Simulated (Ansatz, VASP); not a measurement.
**LiF: VASP beside Ansatz**

File INCAR:

```
ALGO = Normal ; EDIFF = 1E-7
ENCUT = 520 ; ISIF = 2
ISMEAR = -1 ; LASPH = T
LCHARG = T ; LELF = T
LREAL = F ; LVHAR = T
LWAVE = F ; NBANDS = 12
NELM = 80 ; PREC = Accurate
SIGMA = 0.05
```

The input KPOINTS:

```
k-points
0
Gamma
  11 11 11
```

File POSCAR:

```
LiF
1.0
    0.0000000000      1.9867804471      1.9867804471
    1.9867804471      0.0000000000      1.9867804471
    1.9867804471      1.9867804471      0.0000000000
F Li
1 1
Direct
    0.5000000000      0.5000000000      0.5000000000
    0.0000000000      0.0000000000      0.0000000000
```

File input.yaml:

```yaml
crystal:
  lattice:
    - [0.0, 1.9867804471, 1.9867804471]
    - [1.9867804471, 0.0, 1.9867804471]
    - [1.9867804471, 1.9867804471, 0.0]
  atoms:
    - { symbol: F, position: [0.5, 0.5, 0.5] }
    - { symbol: Li, position: [0.0, 0.0, 0.0] }
kpoints:
  mp_grid: { grid: [11, 11, 11] }
scf:
  occupations: { method: fermi_dirac, width: 0.05 }
hamiltonian:
  xc: lda
  pseudopotentials: { kind: all_electron, lapw: { basis_error: 0.001 } }
output:
  forces: true
  stress: true
  eigenvalues: true
```

Change from the starting cell: volume scaled by 0.96.

Alike in both runs: task single point; functional LDA; k mesh 11 × 11 × 11; occupations fermi-dirac, width 0.05 eV; no spin polarisation.

|  | VASP | Ansatz |
| --- | --- | --- |
| version | VASP 6.6.1 | Ansatz 0.2.0 |
| potentials or method | VASP PAW LDA potentials, release 64 (F, Li_sv), cutoff 520 eV | all-electron LAPW, scalar-relativistic |

VASP gave:

```
gap on the k mesh at the Fermi level (eV) : 9.21
least direct gap on the mesh (eV)         : 9.21
```

Which values does Ansatz return?

gap on the k mesh at the Fermi level (eV): 9.20; least direct gap on the mesh (eV): 9.20.

LDA's correlation is that of Perdew and Zunger in VASP and of Perdew and Wang (1992) in Ansatz. Ansatz ran all-electron here, and VASP with PAW potentials.

Noted on VASP's run: the cutoff is short for stress, so the pressure is rough.
